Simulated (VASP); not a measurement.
Runs of VASP 6.6.1 on CaSe. The structure is that of space group Fm-3m (No. 225), or close to it. The cells are those of the table. 

| task | level | cell | cutoff (eV) | gap on the mesh (eV) | pressure (GPa) | relaxed volume (Å³/atom) |
| --- | --- | --- | --- | --- | --- | --- |
| single point | PBE | a = 4.213 Å, angles 60.0°, 2 atoms | 520 | 2.13 | 0.2 | - |
| relaxation of cell and atoms | PBE | relaxed from a = 4.235 Å, angles 60.0°, 2 atoms | 600 | (b) | 0.0 | 26.54 |
| relaxation of cell and atoms | PBE+D3(BJ) | relaxed from a = 4.235 Å, angles 60.0°, 2 atoms | 600 | (a) | 0.0 | 25.37 |
| single point | PBE+D3(BJ) | a = 4.150 Å, angles 60.0°, 2 atoms | 520 | 2.03 | 0.2 | - |

Alike in all rows: potentials or basis VASP PAW PBE potentials, release 64 (Ca_sv, Se); no spin polarisation; k mesh 7 × 7 × 7; smearing fermi-dirac 0.02 eV.

Problem. Fill in the values left out.

Solution. (a) 2.04; (b) 2.14.

A k mesh can miss the band edges, and the runs leave out spin-orbit coupling on Se.
